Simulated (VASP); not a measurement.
**Li7Sb: relaxation of cell and atoms with PBE**

Crystal: Li7Sb.

```xyz
8
Lattice="6.0466 0.0000 0.0000 -3.0233 5.2365 0.0000 0.0000 0.0000 4.7461" Properties=species:S:1:pos:R:3 pbc="T T T"
Li    4.5587    2.6319    0.0000
Li    3.0233   -0.0274    0.0000
Li    1.4879    2.6319    0.0000
Li   -1.5771    4.4015    2.3731
Li    0.0000    1.6700    2.3731
Li    1.5771    4.4015    2.3731
Li    3.0233    1.7455    2.3731
Sb    0.0000    0.0000    0.0000
```

The cell was generated, and may not be a known phase.

* Program: VASP 6.6.1
* Task: relaxation of cell and atoms
* Functional: PBE
* Potentials or basis: VASP PAW PBE potentials, release 64 (Li_sv, Sb)
* Cutoff: 600 eV
* k mesh: 9 × 9 × 8
* Occupations: gaussian, width 0.1 eV
* Spin: no spin polarisation
* Dipole correction: no
* Further INCAR settings: ALGO = Fast; EDIFF = 1e-06; IBRION = 2; EDIFFG = -0.01; NSW = 100; ISIF = 3

```
Relaxed volume                        : 18.76 Å³/atom
Relaxed cell                          : a = 6.044 Å, b = 6.044 Å, c = 4.744 Å, α = 90.00°, β = 90.00°, γ = 120.00°
Space group after relaxing (to 0.1 Å) : P-6m2 (No. 187)
Energy gained by relaxing             : 0.0 meV/atom
Ionic steps                           : 2
Pressure after relaxing               : -0.1 GPa
Band gap on the k mesh                : zero (bands 13 and 14 overlap by 0.94 eV)
```

The path:
```tsv
step	energy change (eV)	largest force (eV/Å)	pressure (GPa)	volume (Å³)
1	0.0000	0.0007	-0.08	150.28
2	-0.0001	0.0009	-0.05	150.06
```

Final structure:
```
Li Sb
1.0
     6.04363    0.00000    0.00000
    -3.02181    5.23394    0.00000
     0.00000    0.00000    4.74397
Li Sb
7 1
Direct
  0.00522 0.50261 0.00000
  0.49739 0.99478 0.00000
  0.49739 0.50261 0.00000
  0.15945 0.84055 0.50000
  0.15945 0.31891 0.50000
  0.68109 0.84055 0.50000
  0.66667 0.33333 0.50000
  0.00000 0.00000 0.00000
```

Levels at points of the mesh, in eV from the Fermi level:
| k point | band 10 | band 11 | band 12 | band 13 | band 14 | band 15 | band 16 | band 17 |
| --- | --- | --- | --- | --- | --- | --- | --- | --- |
| (0.00, 0.00, 0.00) | -2.64 | -2.25 | -2.06 | -0.19 | 0.31 | 0.31 | 1.77 | 2.44 |
| (0.00, 0.00, 0.50) | -2.39 | -2.39 | -0.82 | -0.60 | 0.29 | 0.29 | 0.46 | 2.99 |

It took 2.7 min on 1 thread of Intel(R) Xeon(R) 6975P-C (Granite Rapids) (shared host), peak memory 0.4 GiB.

Caveat: the cutoff is under 1.25 times the usual one of these potentials, so pressure, stress and relaxed cells hold a basis-set (Pulay) error; spin-orbit coupling is left out, which moves the levels of the heavy elements.
